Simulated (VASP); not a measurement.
# Hg3Pt (Pm-3m) in VASP: vibrations by perturbation theory with LDA

Aim: the vibrations by perturbation theory of Hg3Pt with LDA.

Program: VASP 6.6.1. These are calculated values, not measurements. Logs are shortened: lines on timing, memory, paths and dates and some standing lists are left out, and cuts for length are marked.

## Step 1: The cell of the first run

Symmetry: Pm-3m, No. 221, cubic system. The conventional cell has a = 4.344 Å, b = 4.344 Å, c = 4.344 Å, α = 90.00°, β = 90.00°, γ = 90.00°. Within 4.0 Å of Hg (site symmetry 4/mmm) lie 8 Hg at 3.07 Å and 4 Pt at 3.07 Å. Within 4.0 Å of Pt (site symmetry m-3m) lie 12 Hg at 3.07 Å.

## Step 2: Vibrations by perturbation theory, LDA

Input file INCAR:

```
SYSTEM = Hg3Pt
  PREC = Accurate
  ENCUT = 520
  EDIFF = 1E-8
  ISMEAR = -1
  SIGMA = 0.1
  LREAL = .FALSE.
  LASPH = .TRUE.
  NELM = 80
  ALGO = Normal
  ISIF = 2
  LWAVE = .FALSE.
  LCHARG = .FALSE.
  IBRION = 8
  NSW = 1
```

Input file KPOINTS:

```
regular mesh
0
G
  8 8 8
  0 0 0
```

Input file POSCAR:

```
Hg3Pt
1.0
    4.3442210000      0.0000000000      0.0000000000
    0.0000000000      4.3442210000      0.0000000000
    0.0000000000      0.0000000000      4.3442210000
Hg Pt
3 1
Direct
    0.0000000000      0.5000000000      0.5000000000
    0.5000000000      0.0000000000      0.5000000000
    0.5000000000      0.5000000000      0.0000000000
    0.0000000000      0.0000000000      0.0000000000
```

Potentials or basis: VASP PAW LDA potentials, release 64 (Hg, Pt).

Run with:

```bash
cat potpaw_LDA.64/Hg/POTCAR potpaw_LDA.64/Pt/POTCAR > POTCAR
mpirun -np 1 vasp_std > vasp.out
```

OUTCAR:

```text
SYSTEM = Hg3Pt
   PREC = Accurate
   ENCUT = 520
   EDIFF = 1E-8
   ISMEAR = -1
   LREAL = .FALSE.
   LASPH = .TRUE.
   NELM = 80
   ISIF = 2
   IBRION = 8
   NSW = 1

 ion  position               nearest neighbor table
   1  0.000  0.500  0.500-   2 3.07   3 3.07   4 3.07   3 3.07   4 3.07   2 3.07   4 3.07   4 3.07
                             2 3.07   3 3.07   3 3.07   2 3.07
   2  0.500  0.000  0.500-   1 3.07   3 3.07   4 3.07   3 3.07   4 3.07   1 3.07   3 3.07   3 3.07
                             1 3.07   4 3.07   4 3.07   1 3.07
   3  0.500  0.500  0.000-   1 3.07   2 3.07   4 3.07   1 3.07   2 3.07   2 3.07   4 3.07   2 3.07
                             1 3.07   4 3.07   1 3.07   4 3.07
   4  0.000  0.000  0.000-   1 3.07   2 3.07   3 3.07   1 3.07   2 3.07   1 3.07   3 3.07   1 3.07
                             2 3.07   3 3.07   2 3.07   3 3.07

  LATTYP: Found a simple cubic cell.
 ALAT       =     4.3442210000

  Lattice vectors:

 A1 = (   4.3442210000,   0.0000000000,   0.0000000000)
 A2 = (   0.0000000000,   4.3442210000,   0.0000000000)
 A3 = (   0.0000000000,   0.0000000000,   4.3442210000)

Analysis of symmetry for initial positions (statically):
=====================================================================
 Subroutine PRICEL returns:
 Original cell was already a primitive cell.

 Routine SETGRP: Setting up the symmetry group for a
 simple cubic supercell.

 Subroutine GETGRP returns: Found 48 space group operations
 (whereof 48 operations were pure point group operations)
 out of a pool of 48 trial point group operations.

The static configuration has the point symmetry O_h .

Analysis of symmetry for dynamics (positions and initial velocities):
=====================================================================
 Subroutine PRICEL returns:
 Original cell was already a primitive cell.

 Routine SETGRP: Setting up the symmetry group for a
 simple cubic supercell.

 Subroutine GETGRP returns: Found 48 space group operations
 (whereof 48 operations were pure point group operations)
 out of a pool of 48 trial point group operations.

The dynamic configuration has the point symmetry O_h .

 Subroutine INISYM returns: Found 48 space group operations
 (whereof 48 operations are pure point group operations),
 and found     1 'primitive' translations

----------------------------------------------------------------------------------------

                                     Primitive cell

  volume of cell :      81.9853

  direct lattice vectors                    reciprocal lattice vectors
     4.344221000  0.000000000  0.000000000     0.230190867  0.000000000  0.000000000
     0.000000000  4.344221000  0.000000000     0.000000000  0.230190867  0.000000000
     0.000000000  0.000000000  4.344221000     0.000000000  0.000000000  0.230190867

  length of vectors
     4.344221000  4.344221000  4.344221000     0.230190867  0.230190867  0.230190867

  position of ions in fractional coordinates (direct lattice)
     0.000000000  0.500000000  0.500000000
     0.500000000  0.000000000  0.500000000
     0.500000000  0.500000000  0.000000000
     0.000000000  0.000000000  0.000000000

  ion indices of the primitive-cell ions
   primitive index   ion index
                 1           1
                 2           2
                 3           3
                 4           4

----------------------------------------------------------------------------------------

 KPOINTS: regular mesh

Automatic generation of k-mesh.
 Grid dimensions read from file:
 generate k-points for:    8    8    8

 Generating k-lattice:

  Cartesian coordinates                     Fractional coordinates (reciprocal lattice)
     0.028773858  0.000000000  0.000000000     0.125000000  0.000000000  0.000000000
     0.000000000  0.028773858  0.000000000     0.000000000  0.125000000  0.000000000
     0.000000000  0.000000000  0.028773858     0.000000000  0.000000000  0.125000000

[... 66 lines left out ...]
   PSTRESS=    0.0 pullay stress
   NELECT =      46.0000    total number of electrons
   NUPDOWN=      -1.0000    fix difference up-down
   EMIN   =  10.00;   EMAX   =-10.00  energy-range for DOS
   EFERMI =   0.00;   METHOD = LEGACY
   ISMEAR =    -1;   SIGMA  =   0.10  broadening in eV -4-tet -1-fermi 0-gaus
   EFERMI_NEDOS =   21; number of points for ismear=-14 and -15
   IALGO  =     38    algorithm
   IMIX   =      4    mixing-type and parameters
     AMIX     =   0.40;   BMIX     =  1.00
     AMIX_MAG =   1.60;   BMIX_MAG =  1.00
  volume/ion in A,a.u.               =      20.50       138.32
  Fermi-wavevector in a.u.,A,eV,Ry     =   1.350254  2.551610 24.805956  1.823186
  Thomas-Fermi vector in A             =   2.477774
   LORBIT       =      0    0 simple, 1 ext, 2 COOP (PROOUT), +10 PAW based schemes
   GGA     = CA    functional components
   LHFCALC =     F    Hartree Fock is set to
   AEXX    =    0.0000 exact exchange contribution
   IVDW    =     0    specifies the selected vdW correction
   LEPSILON=     F    determine dielectric tensor
   LRPA    =     F    only Hartree local field effects (RPA)
 non-spin polarized calculation
  energy-cutoff  :      520.00
  volume of cell :       81.99
 maximum number of plane-waves:      2272
   NGX = 17   NGY = 17   NGZ = 17

--------------------------------------- Ionic step        1  -------------------------------------------

 number of electron      45.9999994 magnetization

 Free energy of the ion-electron system (eV)
  ---------------------------------------------------
  ext. energy  EPLUGINS =         0.00000000
  ---------------------------------------------------
  free energy    TOTEN  =        -9.75724471 eV

  energy without entropy =       -9.69542466  energy(sigma->0) =       -9.72633468

 E-fermi :   4.4809     XC(G=0): -11.9628

 val. band max:        4.4672632427   @ k =   0.2500   0.1250   0.0000
 cond. band min:       4.4950450422   @ k =   0.3750   0.2500   0.2500
 fundamental gap:      0.0277817995
 Fermi energy:         4.4809000292

 k-point     1 :       0.0000    0.0000    0.0000
  band No.  band energies     occupation
      1      -5.3813      2.00000
      2      -4.1843      2.00000
      3      -3.9162      2.00000
      4      -3.9162      2.00000
      5      -3.9162      2.00000
      6      -3.6632      2.00000
[... 709 lines left out ...]
     26       8.0595      0.00000
     27       9.6281      0.00000

 [... further k-points ...]

------------------------ aborting loop because EDIFF is reached ----------------------------------------

  FORCE on cell =-STRESS in cart. coord.  units (eV):
  Direction    XX          YY          ZZ          XY          YZ          ZX
  --------------------------------------------------------------------------------------
  -------------------------------------------------------------------------------------
  Total       -4.9290481     -4.9290481     -4.9290481     -0.0000000     -0.0000000      0.0000000
  in kB      -96.3247537    -96.3247537    -96.3247537     -0.0000000     -0.0000000      0.0000000
  external PRESSURE =     -96.3247537 kB  Pullay stress =       0.0000000 kB

 VOLUME and BASIS-vectors are now :
 -----------------------------------------------------------------------------
  energy-cutoff  :      520.00
  volume of cell :       81.99
      direct lattice vectors                 reciprocal lattice vectors
     4.344221000  0.000000000  0.000000000     0.230190867  0.000000000  0.000000000
     0.000000000  4.344221000  0.000000000     0.000000000  0.230190867  0.000000000
     0.000000000  0.000000000  4.344221000     0.000000000  0.000000000  0.230190867

 POSITION                                       TOTAL-FORCE (eV/Angst)
 -----------------------------------------------------------------------------------
      0.00000      2.17211      2.17211         0.000000      0.000000      0.000000
      2.17211      0.00000      2.17211         0.000000      0.000000      0.000000
      2.17211      2.17211      0.00000         0.000000      0.000000      0.000000
      0.00000      0.00000      0.00000         0.000000      0.000000      0.000000
 -----------------------------------------------------------------------------------
    total drift:                                0.000000     -0.000000     -0.000000

  FREE ENERGIE OF THE ION-ELECTRON SYSTEM (eV)
  ---------------------------------------------------
  free  energy   TOTEN  =        -9.7572447051 eV

  energy  without entropy=       -9.6954246647  energy(sigma->0) =       -9.72633468

[... ionic steps 2 to 12 ...]

--------------------------------------- Ionic step       13  -------------------------------------------

 Free energy of the ion-electron system (eV)
  ---------------------------------------------------
  ---------------------------------------------------
  free energy    TOTEN  =        -0.26375496 eV

  energy without entropy =       -0.26375494

------------------------ aborting loop because EDIFF is reached ----------------------------------------

 INTERNAL STRAIN TENSOR  FOR ION    4  DIRECTION 1   (eV/Angst):
 -----------------------------------------------------------------------------
     0.13135 -0.00000 -0.00000
     0.00000 -0.05141  0.00000
     0.00000  0.00000 -0.05141

 INTERNAL STRAIN TENSOR FOR ION    4 for displacements in x,y,z  (eV/Angst):
          X           Y           Z          XY          YZ          ZX
  --------------------------------------------------------------------------------
  x     0.00000     0.00000     0.00000     0.00000     0.00000     0.00000
  y     0.00000     0.00000     0.00000     0.00000     0.00000     0.00000
  z     0.00000     0.00000     0.00000     0.00000     0.00000     0.00000

 SECOND DERIVATIVES (NOT SYMMETRIZED)
 ------------------------------------
               1X          1Y          1Z          2X          2Y          2Z          3X          3Y          3Z          4X          4Y          4Z
  1X    -3.087610    0.000000    0.000000    2.171857   -0.000000   -0.000000    2.171857   -0.000000    0.000000   -1.256103   -0.000000    0.000000
  1Y     0.000000   -1.731513    0.000000    0.000000    2.172130    0.000000    0.000000   -0.982009    0.000000    0.000000    0.541392    0.000000
  1Z     0.000000    0.000000   -1.731513    0.000000    0.000000   -0.982009    0.000000    0.000000    2.172130    0.000000    0.000000    0.541392
  2X     2.172130    0.000000    0.000000   -1.731513    0.000000    0.000000   -0.982009    0.000000    0.000000    0.541392    0.000000    0.000000
  2Y    -0.000000    2.171857   -0.000000    0.000000   -3.087610    0.000000   -0.000000    2.171857    0.000000   -0.000000   -1.256103    0.000000
  2Z     0.000000    0.000000   -0.982009    0.000000    0.000000   -1.731513    0.000000    0.000000    2.172130    0.000000    0.000000    0.541392
  3X     2.172130    0.000000    0.000000   -0.982009    0.000000    0.000000   -1.731513    0.000000    0.000000    0.541392    0.000000    0.000000
  3Y     0.000000   -0.982009    0.000000    0.000000    2.172130    0.000000    0.000000   -1.731513    0.000000    0.000000    0.541392    0.000000
  3Z    -0.000000   -0.000000    2.171857   -0.000000   -0.000000    2.171857    0.000000    0.000000   -3.087610   -0.000000   -0.000000   -1.256103
  4X    -1.259703    0.000000    0.000000    0.538303   -0.000000    0.000000    0.538303   -0.000000   -0.000000    0.183096   -0.000000    0.000000
  4Y    -0.000000    0.538303    0.000000    0.000000   -1.259703    0.000000   -0.000000    0.538303   -0.000000   -0.000000    0.183096   -0.000000
  4Z    -0.000000    0.000000    0.538303    0.000000   -0.000000    0.538303    0.000000    0.000000   -1.259703    0.000000    0.000000    0.183096

 Eigenvectors and eigenvalues of the dynamical matrix
 ----------------------------------------------------

   1 f  =    2.772010 THz    17.417050 2PiTHz   92.464288 cm-1    11.464105 meV
             X         Y         Z           dx          dy          dz
      0.000000  2.172111  2.172111     0.717402   -0.012238   -0.000000
      2.172111  0.000000  2.172111    -0.467124    0.018795    0.000000
      2.172111  2.172111  0.000000    -0.467124   -0.012238   -0.000000
      0.000000  0.000000  0.000000     0.219634    0.005754   -0.000000
[... 71 lines left out ...]
  12 f/i=    0.919402 THz     5.776776 2PiTHz   30.667963 cm-1     3.802341 meV
             X         Y         Z           dx          dy          dz
      0.000000  2.172111  2.172111    -0.059094    0.168314    0.022755
      2.172111  0.000000  2.172111    -0.021032    0.472927    0.022755
      2.172111  2.172111  0.000000    -0.021032    0.168314    0.063937
      0.000000  0.000000  0.000000     0.103562   -0.828795   -0.112048

--------------------------------------------------------------------------------------------------------

 ELASTIC MODULI CONTR FROM IONIC RELAXATION (kBar)
 Direction    XX          YY          ZZ          XY          YZ          ZX
 --------------------------------------------------------------------------------
 XX           0.0000      0.0000      0.0000      0.0000      0.0000      0.0000
 YY           0.0000      0.0000      0.0000      0.0000      0.0000      0.0000
 ZZ           0.0000      0.0000      0.0000      0.0000      0.0000      0.0000
 XY           0.0000      0.0000      0.0000      0.0000      0.0000      0.0000
 YZ           0.0000      0.0000      0.0000      0.0000      0.0000      0.0000
 ZX           0.0000      0.0000      0.0000      0.0000      0.0000      0.0000
 --------------------------------------------------------------------------------
```

Wall time 5 min (1 thread of Intel Xeon Platinum 8488C (Sapphire Rapids), shared host); peak memory 0.61 GiB.

Results:

| Quantity | Value |
| --- | --- |
| Highest phonon frequency at Γ | 92 cm⁻¹ |
| Most unstable mode | 31i cm⁻¹ |

Phonon frequencies in cm⁻¹ (negative: imaginary):
```csv
q point,frequencies
"(0.000, 0.000, 0.000)",-31 -31 -31 0 0 0 32 32 32 92 92 92
```

Caveat: the cell stands under pressure or tension, which shifts response properties; some modes are imaginary; spin-orbit coupling is left out, which moves the levels of the heavy elements.
